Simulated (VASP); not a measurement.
# Co2Si (Pnma) in VASP: single point with PBE

Aim: the single point of Co2Si with PBE.

All numbers are computed with VASP 6.6.1; they aren't measurements. Logs are shortened: lines on timing, memory, paths and dates and some standing lists are left out, and cuts for length are marked.

**1. The cell of the first run**

It takes space group Pnma (No. 62, orthorhombic). Conventional cell: a = 4.918 Å, b = 3.738 Å, c = 7.109 Å, α = 90.00°, β = 90.00°, γ = 90.00°. Co (site symmetry m) has 5 Si at 2.34 to 2.57 Å and 8 Co at 2.50 to 2.68 Å within 3.1 Å. Within 3.1 Å of Co (site symmetry m) lie 5 Si at 2.32 to 2.62 Å and 8 Co at 2.54 to 2.68 Å. Within 3.3 Å of Si (site symmetry m) lie 11 Co at 2.32 to 3.25 Å and 4 Si at 3.15 Å.

**2. Single point, PBE, collinear spin, ferromagnetic start**

The input, INCAR:

```
PREC = Accurate ; ENCUT = 600
EDIFF = 1E-6 ; ISMEAR = 0
SIGMA = 0.1 ; LREAL = False
LASPH = True ; NELM = 200
ALGO = Normal ; ISIF = 2
LWAVE = False ; LCHARG = False
ISPIN = 2 ; MAGMOM = 3 3 3 3 3 3 3 3 0 0 0 0
LORBIT = 11 ; LMAXMIX = 4
GGA = PE ; NBANDS = 60
GGA_COMPAT = False ; KPAR = 4
```

The input, KPOINTS:

```
Automatic mesh
0
Gamma
  4 6 4
```

The input, POSCAR:

```
Co2Si
1.0
    4.9180002200      0.0000000000      0.0000000000
    0.0000000000      3.7379999200      0.0000000000
    0.0000000000      0.0000000000      7.1090002100
Co Si
8 4
Direct
    0.9620000000      0.7500000000      0.2179999900
    0.0380000000      0.2500000000      0.7820000100
    0.5380000000      0.2500000000      0.7179999900
    0.4620000000      0.7500000000      0.2820000100
    0.8259999700      0.7500000000      0.5619999800
    0.1740000300      0.2500000000      0.4380000200
    0.6740000300      0.2500000000      0.0619999800
    0.3259999700      0.7500000000      0.9380000200
    0.2980000000      0.7500000000      0.6110000000
    0.7020000000      0.2500000000      0.3890000000
    0.2020000000      0.2500000000      0.1110000000
    0.7980000000      0.7500000000      0.8890000000
```

Potentials or basis: VASP PAW PBE potentials, release 64 (Co, Si).

On the command line:

```sh
$ cat potpaw_PBE.64/Co/POTCAR potpaw_PBE.64/Si/POTCAR > POTCAR
$ mpirun -np 4 vasp_std > vasp.out
```

OUTCAR:

```text
PREC = Accurate
   ENCUT = 600
   EDIFF = 1E-6
   ISMEAR = 0
   LREAL = False
   LASPH = True
   NELM = 200
   ISIF = 2
   ISPIN = 2
   LORBIT = 11
   GGA = PE

 ion  position               nearest neighbor table
   1  0.962  0.750  0.218-  11 2.34  11 2.34  12 2.47   4 2.50   4 2.50   5 2.54  10 2.57  10 2.57
                             7 2.59   7 2.59   6 2.65   6 2.65   8 2.68
   2  0.038  0.250  0.782-  12 2.34  12 2.34  11 2.47   3 2.50   3 2.50   6 2.54   9 2.57   9 2.57
                             8 2.59   8 2.59   5 2.65   5 2.65   7 2.68
   3  0.538  0.250  0.718-   9 2.34   9 2.34  10 2.47   2 2.50   2 2.50   7 2.54  12 2.57  12 2.57
                             5 2.59   5 2.59   8 2.65   8 2.65   6 2.68
   4  0.462  0.750  0.282-  10 2.34  10 2.34   9 2.47   1 2.50   1 2.50   8 2.54  11 2.57  11 2.57
                             6 2.59   6 2.59   7 2.65   7 2.65   5 2.68
   5  0.826  0.750  0.562-  10 2.32  10 2.32  12 2.33   9 2.35   1 2.54   3 2.59   3 2.59   9 2.62
                             2 2.65   2 2.65   4 2.68   6 2.68   6 2.68
   6  0.174  0.250  0.438-   9 2.32   9 2.32  11 2.33  10 2.35   2 2.54   4 2.59   4 2.59  10 2.62
                             1 2.65   1 2.65   3 2.68   5 2.68   5 2.68
   7  0.674  0.250  0.062-  12 2.32  12 2.32  10 2.33  11 2.35   3 2.54   1 2.59   1 2.59  11 2.62
                             4 2.65   4 2.65   2 2.68   8 2.68   8 2.68
   8  0.326  0.750  0.938-  11 2.32  11 2.32   9 2.33  12 2.35   4 2.54   2 2.59   2 2.59  12 2.62
                             3 2.65   3 2.65   1 2.68   7 2.68   7 2.68
   9  0.298  0.750  0.611-   6 2.32   6 2.32   8 2.33   3 2.34   3 2.34   5 2.35   4 2.47   2 2.57
                             2 2.57   5 2.62
  10  0.702  0.250  0.389-   5 2.32   5 2.32   7 2.33   4 2.34   4 2.34   6 2.35   3 2.47   1 2.57
                             1 2.57   6 2.62
  11  0.202  0.250  0.111-   8 2.32   8 2.32   6 2.33   1 2.34   1 2.34   7 2.35   2 2.47   4 2.57
                             4 2.57   7 2.62
  12  0.798  0.750  0.889-   7 2.32   7 2.32   5 2.33   2 2.34   2 2.34   8 2.35   1 2.47   3 2.57
                             3 2.57   8 2.62

  LATTYP: Found a simple orthorhombic cell.
 ALAT       =     3.7379999200
 B/A-ratio  =     1.3156769195
 C/A-ratio  =     1.9018192515

  Lattice vectors:

 A1 = (   0.0000000000,  -3.7379999200,   0.0000000000)
 A2 = (   4.9180002200,   0.0000000000,   0.0000000000)
 A3 = (   0.0000000000,   0.0000000000,   7.1090002100)

Analysis of symmetry for initial positions (statically):
=====================================================================
 Subroutine PRICEL returns:
 Original cell was already a primitive cell.

 Routine SETGRP: Setting up the symmetry group for a
 simple orthorhombic supercell.

 Subroutine GETGRP returns: Found  8 space group operations
 (whereof  2 operations were pure point group operations)
 out of a pool of  8 trial point group operations.

The static configuration has the point symmetry S_2 .
 The point group associated with its full space group is D_2h.

Analysis of symmetry for dynamics (positions and initial velocities):
=====================================================================
 Subroutine PRICEL returns:
 Original cell was already a primitive cell.

 Routine SETGRP: Setting up the symmetry group for a
 simple orthorhombic supercell.

 Subroutine GETGRP returns: Found  8 space group operations
 (whereof  2 operations were pure point group operations)
 out of a pool of  8 trial point group operations.

The dynamic configuration has the point symmetry S_2 .
 The point group associated with its full space group is D_2h.

Analysis of structural, dynamic, and magnetic symmetry:
=====================================================================
 Subroutine PRICEL returns:
 Original cell was already a primitive cell.

 Routine SETGRP: Setting up the symmetry group for a
 simple orthorhombic supercell.

 Subroutine GETGRP returns: Found  8 space group operations
 (whereof  2 operations were pure point group operations)
 out of a pool of  8 trial point group operations.

The overall configuration has the point symmetry S_2 .
 The point group associated with its full space group is D_2h.

 Subroutine INISYM returns: Found  8 space group operations
 (whereof  2 operations are pure point group operations),
 and found     1 'primitive' translations

----------------------------------------------------------------------------------------

                                     Primitive cell

  volume of cell :     130.6882

  direct lattice vectors                    reciprocal lattice vectors
     4.918000220  0.000000000  0.000000000     0.203334680  0.000000000  0.000000000
     0.000000000  3.737999920  0.000000000     0.000000000  0.267522745  0.000000000
     0.000000000  0.000000000  7.109000210     0.000000000  0.000000000  0.140666756

  length of vectors
     4.918000220  3.737999920  7.109000210     0.203334680  0.267522745  0.140666756

  position of ions in fractional coordinates (direct lattice)
     0.962000000  0.750000000  0.217999990
     0.038000000  0.250000000  0.782000010
     0.538000000  0.250000000  0.717999990
     0.462000000  0.750000000  0.282000010
     0.825999970  0.750000000  0.561999980
[... 78 lines left out ...]
   total plane-waves  NPLWV =  72000
   dimension x,y,z NGX =    40 NGY =   30 NGZ =   60
   dimension x,y,z NGXF=    80 NGYF=   60 NGZF=  120
   ions per type =               8   4
   NGX,Y,Z   is equivalent  to a cutoff of  13.52, 13.34, 14.03 a.u.
   NGXF,Y,Z  is equivalent  to a cutoff of  27.04, 26.68, 28.06 a.u.
 SYSTEM =  unknown system
   PREC   = accura    normal or accurate (medium, high low for compatibility)
   ISTART =      0    job   : 0-new  1-cont  2-samecut
   ICHARG =      2    charge: 1-file 2-atom 10-const
   ISPIN  =      2    spin polarized calculation?
   LNONCOLLINEAR =      F non collinear calculations
   LSORBIT =      F    spin-orbit coupling
   LASPH  =      T    aspherical Exc in radial PAW
   ENCUT  =  600.0 eV  44.10 Ry    6.64 a.u.   9.82  7.47 14.20*2*pi/ulx,y,z
   NELM   =    200;   NELMIN=  2; NELMDL= -5     # of ELM steps
   EDIFF  = 0.1E-05   stopping-criterion for ELM
   LREAL  =      F    real-space projection
   EDIFFG = 0.1E-04   stopping-criterion for IOM
   NSW    =      0    number of steps for IOM
   IBRION =     -1    ionic relax: 0-MD 1-quasi-New 2-CG
   NFREE  =      0    steps in history (QN), initial steepest desc. (CG)
   ISIF   =      2    stress and relaxation
   ISYM   =      2    0-nonsym 1-usesym 2-fastsym
   POTIM  = 0.5000    time-step for ionic-motion
   TEBEG  =    0.0;   TEEND  =   0.0 temperature during run
   PSTRESS=    0.0 pullay stress
   NELECT =      88.0000    total number of electrons
   NUPDOWN=      -1.0000    fix difference up-down
   EMIN   =  10.00;   EMAX   =-10.00  energy-range for DOS
   EFERMI =   0.00;   METHOD = LEGACY
   ISMEAR =     0;   SIGMA  =   0.10  broadening in eV -4-tet -1-fermi 0-gaus
   EFERMI_NEDOS =   21; number of points for ismear=-14 and -15
   IALGO  =     38    algorithm
   IMIX   =      4    mixing-type and parameters
     AMIX     =   0.40;   BMIX     =  1.00
     AMIX_MAG =   1.60;   BMIX_MAG =  1.00
  volume/ion in A,a.u.               =      10.89        73.49
  Fermi-wavevector in a.u.,A,eV,Ry     =   1.434906  2.711580 28.013806  2.058957
  Thomas-Fermi vector in A             =   2.554263
   LORBIT       =     11    0 simple, 1 ext, 2 COOP (PROOUT), +10 PAW based schemes
   GGA     = PE    functional components
   LHFCALC =     F    Hartree Fock is set to
   AEXX    =    0.0000 exact exchange contribution
   IVDW    =     0    specifies the selected vdW correction
   LEPSILON=     F    determine dielectric tensor
   LRPA    =     F    only Hartree local field effects (RPA)
 spin polarized calculation
 Gauss-broadening in eV      SIGMA  =   0.10
  energy-cutoff  :      600.00
  volume of cell :      130.69
 maximum number of plane-waves:      4388
 NGX is ok and might be reduce to    40
   NGX = 19   NGY = 15   NGZ = 29

 number of electron      87.9999975 magnetization      10.5414554

 number of electron      87.9999973 magnetization       3.0889172

 Free energy of the ion-electron system (eV)
  ---------------------------------------------------
  ext. energy  EPLUGINS =         0.00000000
  ---------------------------------------------------
  free energy    TOTEN  =       -83.38856128 eV

  energy without entropy =      -83.33416788  energy(sigma->0) =      -83.36136458

 E-fermi :  11.2085     XC(G=0): -13.0328

 val. band max:       11.2052304485   @ k =   0.2500   0.5000   0.5000
 cond. band min:      11.2203588172   @ k =   0.0000   0.1667   0.5000
 fundamental gap:      0.0151283687
 Fermi energy:        11.2085320431

 spin component 1

 k-point     1 :       0.0000    0.0000    0.0000
  band No.  band energies     occupation
      1      -0.9144      1.00000
      2       1.5700      1.00000
      3       1.6881      1.00000
      4       3.6568      1.00000
      5       5.2192      1.00000
      6       5.5606      1.00000
[... 1405 lines left out ...]
     55      15.4103      0.00000
     56      15.4103      0.00000

 [... further k-points ...]

 spin component 2

 k-point     1 :       0.0000    0.0000    0.0000
  band No.  band energies     occupation
      1      -0.9507      1.00000
      2       1.5275      1.00000
      3       1.6599      1.00000
      4       3.6341      1.00000
      5       5.2498      1.00000
      6       5.6244      1.00000
[... 1405 lines left out ...]
     55      15.5649      0.00000
     56      15.5649      0.00000

 [... further k-points ...]

 [bands above 56 left out]

------------------------ aborting loop because EDIFF is reached ----------------------------------------

  FORCE on cell =-STRESS in cart. coord.  units (eV):
  Direction    XX          YY          ZZ          XY          YZ          ZX
  --------------------------------------------------------------------------------------
  -------------------------------------------------------------------------------------
  Total       -3.9419923     -4.5484012     -3.9606937      0.0000000      0.0000000      0.0000000
  in kB      -48.3270178    -55.7613130    -48.5562888      0.0000000      0.0000000      0.0000000
  external PRESSURE =     -50.8815399 kB  Pullay stress =       0.0000000 kB

 VOLUME and BASIS-vectors are now :
 -----------------------------------------------------------------------------
  energy-cutoff  :      600.00
  volume of cell :      130.69
      direct lattice vectors                 reciprocal lattice vectors
     4.918000220  0.000000000  0.000000000     0.203334680  0.000000000  0.000000000
     0.000000000  3.737999920  0.000000000     0.000000000  0.267522745  0.000000000
     0.000000000  0.000000000  7.109000210     0.000000000  0.000000000  0.140666756

 POSITION                                       TOTAL-FORCE (eV/Angst)
 -----------------------------------------------------------------------------------
      4.73112      2.80350      1.54976         0.002099      0.000000     -0.085383
      0.18688      0.93450      5.55924        -0.002099     -0.000000      0.085383
      2.64588      0.93450      5.10426        -0.002099      0.000000     -0.085383
      2.27212      2.80350      2.00474         0.002099     -0.000000      0.085383
      4.06227      2.80350      3.99526         0.009392      0.000000     -0.034730
      0.85573      0.93450      3.11374        -0.009392     -0.000000      0.034730
      3.31473      0.93450      0.44076        -0.009392      0.000000     -0.034730
      1.60327      2.80350      6.66824         0.009392      0.000000      0.034730
      1.46556      2.80350      4.34360        -0.112418     -0.000000     -0.234003
      3.45244      0.93450      2.76540         0.112418      0.000000      0.234003
      0.99344      0.93450      0.78910         0.112418     -0.000000     -0.234003
      3.92456      2.80350      6.31990        -0.112418      0.000000      0.234003
 -----------------------------------------------------------------------------------
    total drift:                                0.000000     -0.000000     -0.000000

  FREE ENERGIE OF THE ION-ELECTRON SYSTEM (eV)
  ---------------------------------------------------
  free  energy   TOTEN  =       -83.3885612824 eV

  energy  without entropy=      -83.3341678789  energy(sigma->0) =      -83.36136458

 total charge

# of ion       s       p       d       tot
------------------------------------------
    1        0.429   0.541   7.428   8.398
    2        0.429   0.541   7.428   8.398
    3        0.429   0.541   7.428   8.398
    4        0.429   0.541   7.428   8.398
    5        0.446   0.565   7.477   8.487
    6        0.446   0.565   7.477   8.487
    7        0.446   0.565   7.477   8.487
    8        0.446   0.565   7.477   8.487
    9        0.729   0.893   0.000   1.622
   10        0.729   0.893   0.000   1.622
   11        0.729   0.893   0.000   1.622
   12        0.729   0.893   0.000   1.622
--------------------------------------------------
tot          6.416   7.993  59.621  74.031

 magnetization (x)

# of ion       s       p       d       tot
------------------------------------------
    1       -0.001  -0.007   0.539   0.532
    2       -0.001  -0.007   0.539   0.532
    3       -0.001  -0.007   0.539   0.532
    4       -0.001  -0.007   0.539   0.532
    5       -0.004  -0.012   0.320   0.304
    6       -0.004  -0.012   0.320   0.304
    7       -0.004  -0.012   0.320   0.304
    8       -0.004  -0.012   0.320   0.304
    9       -0.004  -0.018   0.000  -0.022
   10       -0.004  -0.018   0.000  -0.022
   11       -0.004  -0.018   0.000  -0.022
   12       -0.004  -0.018   0.000  -0.022
--------------------------------------------------
tot         -0.033  -0.147   3.437   3.257
```

Wall time 2.7 min (4 MPI ranks of Intel Xeon Platinum 8488C (Sapphire Rapids), shared host); peak memory 0.62 GiB.

What came out:

- Free energy: -83.3886 eV
- Pressure: -5.1 GPa
- Largest force: 0.260 eV/Å
- Net moment: 3.09 μB per cell
- Site moments: Co +0.53, +0.30 (each value once); Si -0.02 μB
- Valence electrons inside the program's atomic spheres: Co 8.40, 8.49 (each value once); Si 1.62

Forces on the atoms (eV/Å):
```
Co   0.002  0.000 -0.085
Co  -0.002  0.000  0.085
Co  -0.002  0.000 -0.085
Co   0.002  0.000  0.085
Co   0.009  0.000 -0.035
Co  -0.009  0.000  0.035
Co  -0.009  0.000 -0.035
Co   0.009  0.000  0.035
Si  -0.112  0.000 -0.234
Si   0.112  0.000  0.234
Si   0.112  0.000 -0.234
Si  -0.112  0.000  0.234
```

Caveat: the cell stands under tension.
